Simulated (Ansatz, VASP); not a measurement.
# Ga2O3 in VASP and in Ansatz

```
Ga O
1.0
     6.22290   -1.54210    0.00968
     6.22290    1.54210    0.00968
    -1.40337    0.00000    5.71083
Ga O
4 6
Direct
  0.09001 0.09001 0.79474
  0.90999 0.90999 0.20526
  0.65844 0.65844 0.31403
  0.34156 0.34156 0.68597
  0.16342 0.16342 0.10917
  0.83658 0.83658 0.89083
  0.17372 0.17372 0.56447
  0.82628 0.82628 0.43553
  0.49596 0.49596 0.25657
  0.50404 0.50404 0.74343
```

Alike in both runs: functional PBE; k mesh 6 × 6 × 4; occupations gaussian, width 0.1 eV; no spin polarisation.

Ansatz relaxed the structure, and its values are those at the end. VASP's run is a single point on that final structure, the one shown.

|  | VASP | Ansatz |
| --- | --- | --- |
| version | VASP 6.6.1 | Ansatz 0.2.0 |
| potentials or method | VASP PAW PBE potentials, release 64 (Ga_d, O), cutoff 520 eV | scalar-relativistic, plane waves, PAW |
| valence electrons in the cell | 88 | 88 |

|  | VASP | Ansatz | Ansatz less VASP |
| --- | --- | --- | --- |
| gap on the k mesh at the Fermi level (eV) | 2.01 | 2.03 | +0.021 |
| least direct gap on the mesh (eV) | 2.02 | 2.04 | +0.019 |
| pressure (GPa) | 0.6 | 0.0 | -0.57 |
| rms of the force components (eV/Å) | 0.009 | 0.006 | -0.0031 |

With one functional, cell and mesh, what is left measures potentials, basis and numerics.
